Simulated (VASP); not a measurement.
A run of VASP 6.6.1:

POSCAR

```
Hf
1.0
    0.0000000000      2.1746811613      2.1746811613
    2.1746811613      0.0000000000      2.1746811613
    2.1746811613      2.1746811613      0.0000000000
Hf
1
Direct
    0.0000000000      0.0000000000      0.0000000000
```

The input INCAR.step1:

```
ALGO = Normal
EDIFF = 1E-5
ENCUT = 520
GGA = PE
ISIF = 2
ISMEAR = -1
LASPH = True
LCHARG = False
LREAL = False
LWAVE = True
NBANDS = 11
NELM = 100
PREC = Accurate
SIGMA = 0.05
```

The input INCAR.step2:

```
AEXX = 0.25
ALGO = Normal
EDIFF = 1E-6
ENCUT = 520
GGA = PE
ISIF = 2
ISMEAR = -1
ISTART = 1
LASPH = True
LCHARG = False
LHFCALC = True
LREAL = False
LWAVE = False
NBANDS = 11
NELM = 100
PREC = Accurate
PRECFOCK = Normal
SIGMA = 0.05
```

Contents of KPOINTS:

```
k-points
0
Gamma
  6 6 6
```

Potentials or basis: VASP PAW PBE potentials, release 64 (Hf_pv).

The run is started by

```console
$ cat potpaw_PBE.64/Hf_pv/POTCAR > POTCAR
$ cp INCAR.step1 INCAR
$ mpirun -np 1 vasp_std > vasp.out
$ cp INCAR.step2 INCAR
$ mpirun -np 1 vasp_std > vasp.out
```

Hardware: 1 thread of AMD EPYC 7R13 Processor (Zen 3), with other jobs on the host.

Task: Estimate the wall time of this run.

Result: Run time: 15 min on 1 thread of AMD EPYC 7R13 Processor (Zen 3), on a shared host, peak memory 0.13 GiB. Counts: k points 16.
